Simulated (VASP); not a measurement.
# Hf: relaxation of cell and atoms with PBEsol

The system is Hf.

```
Hf
1.0
     3.19238    0.00000    0.00000
    -1.59619    2.76469    0.00000
     0.00000    0.00000    5.04504
Hf
2
Cartesian
  0.0000 1.8431 1.2613
  1.5962 0.9216 3.7838
```

```json
{
 "Program": "VASP 6.6.1",
 "Task": "relaxation of cell and atoms",
 "Functional": "PBEsol",
 "Potentials or basis": "VASP PAW PBE potentials, release 64 (Hf_pv)",
 "Cutoff": "600 eV",
 "k mesh": "15 × 15 × 8",
 "Occupations": "gaussian, width 0.1 eV",
 "Spin": "no spin polarisation",
 "Dipole correction": "no",
 "Further INCAR settings": "ALGO = Fast; EDIFF = 1e-06; IBRION = 2; EDIFFG = -0.005; NSW = 100; ISIF = 3"
}
```

| Quantity | Value |
| --- | --- |
| Relaxed volume | 21.54 Å³/atom |
| Relaxed cell | a = 3.158 Å, b = 3.158 Å, c = 4.989 Å, α = 90.00°, β = 90.00°, γ = 120.00° |
| Space group after relaxing (to 0.05 Å) | P6_3/mmc (No. 194) |
| Energy gained by relaxing | 8.4 meV/atom |
| Ionic steps | 3 |
| Pressure after relaxing | 0.0 GPa |
| Band gap on the k mesh | zero (band 10 reaches 6.19 eV, above the bottom of band 11 at 4.58 eV) |

Step by step:
```
step  energy change (eV)  largest force (eV/Å)  pressure (GPa)  volume (Å³)
   1              0.0000                0.0000           -3.60        44.53
   2              0.0086                0.0000            4.95        41.38
   3             -0.0167                0.0000           -0.02        43.09
```

Final structure:
```
CELL_PARAMETERS angstrom
3.15805 0.00000 0.00000
-1.57902 2.73495 0.00000
0.00000 0.00000 4.98861
ATOMIC_POSITIONS crystal
Hf 0.33333 0.66667 0.25000
Hf 0.66667 0.33333 0.75000
```

Levels at points of the mesh, in eV from the Fermi level:
```
           k point  band 8  band 9  band 10  band 11  band 12  band 13
(0.00, 0.00, 0.00)   -3.84    0.82     1.17     1.17     1.48     2.03
(0.00, 0.00, 0.50)   -5.47    0.14     0.14     1.05     1.05     1.05
```

Run time: 10 min on 1 thread of AMD EPYC 7R13, with other jobs on the host, peak memory 0.22 GiB.

Caveat: the PAW data sets were made with another functional, which shifts forces and pressure a little; spin-orbit coupling is left out, which moves the levels of the heavy elements.
